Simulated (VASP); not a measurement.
# Al3Cu: single point with PBEsol

Al3Cu:

```
CELL_PARAMETERS angstrom
2.80428 0.00000 0.00000
0.00000 2.80428 0.00000
0.00000 0.00000 7.62067
ATOMIC_POSITIONS crystal
Al 0.00000 0.00000 0.50000
Al 0.50000 0.50000 0.22048
Al 0.50000 0.50000 0.77952
Cu 0.00000 0.00000 0.00000
```

| Property | Result |
| --- | --- |
| Program | VASP 6.6.1 |
| Task | single point |
| Functional | PBEsol |
| Potentials or basis | VASP PAW PBE potentials, release 64 (Al, Cu) |
| Cutoff | 520 eV |
| k mesh | 16 × 16 × 6 |
| Occupations | fermi-dirac, width 0.15 eV |
| Spin | no spin polarisation |

| Item | Value |
| --- | --- |
| Pressure | -3.3 GPa |
| Largest force | 0.020 eV/Å |
| Band gap on the k mesh | zero (bands 10 and 11 overlap by 6.17 eV) |

Forces on the atoms (eV/Å):
```
Al   0.000  0.000  0.000
Al   0.000  0.000  0.020
Al   0.000  0.000 -0.020
Cu   0.000  0.000  0.000
```

Levels at points of the mesh, in eV from the Fermi level:
```
           k point  band 6  band 7  band 8  band 9  band 10  band 11  band 12  band 13  band 14  band 15
(0.00, 0.00, 0.00)   -3.60   -3.60   -3.23   -1.71     0.53     6.34     6.46     6.46     7.86     8.82
(0.50, 0.00, 0.00)   -3.99   -3.68   -3.63   -3.51    -2.35    -1.92     2.68     3.85     3.93     5.08
(0.50, 0.50, 0.00)   -2.50   -2.50   -0.46   -0.42     0.13     0.13     0.52     0.52     0.77     1.87
(0.00, 0.00, 0.50)   -3.60   -3.60   -3.46   -3.23     4.11     5.59     6.34     7.05     7.05     7.11
(0.50, 0.00, 0.50)   -4.21   -3.68   -3.51   -2.61    -1.01    -0.98     0.08     0.75     8.63     8.64
(0.50, 0.50, 0.50)   -1.84   -1.84   -1.60   -1.60    -0.55    -0.51     0.60     1.46     3.30     3.30
```

Run time: 2.7 min on 1 thread of Intel Xeon 8259CL, with other jobs on the host, peak memory 0.32 GiB.

Caveat: the cell stands under tension; the PAW data sets were made with another functional, which shifts forces and pressure a little.
